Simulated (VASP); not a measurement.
Wanted: the native input for a VASP 6.6.1 run.

```yaml
Task: single point
Functional: LDA
Potentials_or_basis: VASP PAW LDA potentials, release 64 (W_sv, S)
Cutoff: 520 eV
k_mesh: 10 × 10 × 3
Occupations: fermi-dirac, width 0.05 eV
Spin: no spin polarisation
Dipole_correction: no
Further_INCAR_settings: ALGO = Normal; EDIFF = 1e-06; NBANDS = 35
```

The structure of WS2 lies in POSCAR:

```
WS2
1.0
    3.1268480293      0.0000000000      0.0000000000
   -1.5634240146      2.7079298271      0.0000000000
    0.0000000000      0.0000000000     12.1593846386
W S
2 4
Direct
    0.6666666667      0.3333333333      0.7500000000
    0.3333333333      0.6666666667      0.2500000000
    0.6666666667      0.3333333333      0.3784602346
    0.3333333333      0.6666666667      0.8784602346
    0.6666666667      0.3333333333      0.1215397654
    0.3333333333      0.6666666667      0.6215397654
```

The input as run:

INCAR

```
SYSTEM = WS2
PREC = Accurate
ENCUT = 520
EDIFF = 1E-6
ISMEAR = -1
SIGMA = 0.05
LREAL = .FALSE.
LASPH = .TRUE.
NELM = 100
ALGO = Normal
ISIF = 2
LWAVE = .FALSE.
LCHARG = .TRUE.
GGA = CA
LELF = .TRUE.
LVHAR = .TRUE.
NBANDS = 35
```

KPOINTS

```
Automatic mesh
0
G
  10 10 3
  0 0 0
```

Potentials or basis: VASP PAW LDA potentials, release 64 (W_sv, S).

Run with:

```sh
$ cat potpaw_LDA.64/W_sv/POTCAR potpaw_LDA.64/S/POTCAR > POTCAR
$ mpirun -np 1 vasp_std > vasp.out
```

It gave:

* Pressure: 0.4 GPa
* Largest force: 0.048 eV/Å
* Band gap on the k mesh: 0.92 eV (least direct gap 2.22 eV)

Caveat: spin-orbit coupling is left out, which moves the levels of the heavy elements.

It took 85 s on 1 thread of Intel(R) Xeon(R) Platinum 8259CL CPU @ 2.50GHz (Skylake/Cascade Lake), with other jobs on the host, peak memory 0.23 GiB.
